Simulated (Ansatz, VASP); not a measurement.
## BP in VASP and in Ansatz

POSCAR

```
BP
1.0
    0.0000000000      2.2690000000      2.1782400000
    2.2690000000      0.0000000000      2.1782400000
    2.2690000000      2.2690000000      0.0000000000
B P
1 1
Direct
    0.0000000000      0.0000000000      0.0000000000
    0.7500000000      0.7500000000      0.7500000000
```

Contents of INCAR.step1:

```
SYSTEM = BP
PREC = Accurate
ENCUT = 520
ISMEAR = 0
SIGMA = 0.05
LREAL = .False.
LASPH = .True.
NELM = 100
NBANDS = 11
GGA = PE
ALGO = Normal
EDIFF = 1E-4
LWAVE = .True.
LCHARG = .False.
```

File INCAR.step2:

```
SYSTEM = BP
PREC = Accurate
ENCUT = 520
EDIFF = 1E-6
ISMEAR = 0
SIGMA = 0.05
LREAL = .False.
LASPH = .True.
NELM = 100
ALGO = Normal
ISIF = 2
LWAVE = .False.
LCHARG = .False.
METAGGA = R2SCAN
LMIXTAU = .True.
NBANDS = 11
ISTART = 1
```

File KPOINTS:

```
regular mesh
0
Gamma
  10 10 10
  0 0 0
```

Input for Ansatz:

```yaml
crystal:
  lattice:
    - [0.0, 2.269, 2.17824]
    - [2.269, 0.0, 2.17824]
    - [2.269, 2.269, 0.0]
  atoms:
    - { symbol: B, position: [0.0, 0.0, 0.0] }
    - { symbol: P, position: [0.75, 0.75, 0.75] }
basis:
  ecutwfc: 500
kpoints:
  mp_grid: { grid: [10, 10, 10] }
hamiltonian:
  xc: r2scan
scf:
  occupations: { method: gaussian, width: 0.05 }
output:
  forces: true
  stress: true
  eigenvalues: true
```

Change from the starting cell: strain +0.000 along x and y, -0.040 along z, atoms carried along.

Alike in both runs: task single point; functional r2SCAN; k mesh 10 × 10 × 10; occupations gaussian, width 0.05 eV; no spin polarisation.

|  | VASP | Ansatz |
| --- | --- | --- |
| version | VASP 6.6.1 | Ansatz 0.2.0 |
| potentials or method | VASP PAW PBE potentials, release 64 (B, P), cutoff 520 eV | scalar-relativistic, plane waves, PAW |
| valence electrons in the cell | 8 | 8 |

|  | VASP | Ansatz | Ansatz less VASP |
| --- | --- | --- | --- |
| gap on the k mesh at the Fermi level (eV) | 0.74 | 0.71 | -0.028 |
| least direct gap on the mesh (eV) | 3.27 | 3.23 | -0.039 |
| pressure (GPa) | 6.7 | 7.2 | +0.55 |
| traceless stress, the component that is largest in VASP (GPa) | 7.69 | 7.65 | -0.037 |

VASP's potentials were made for PBE, not for r2SCAN.
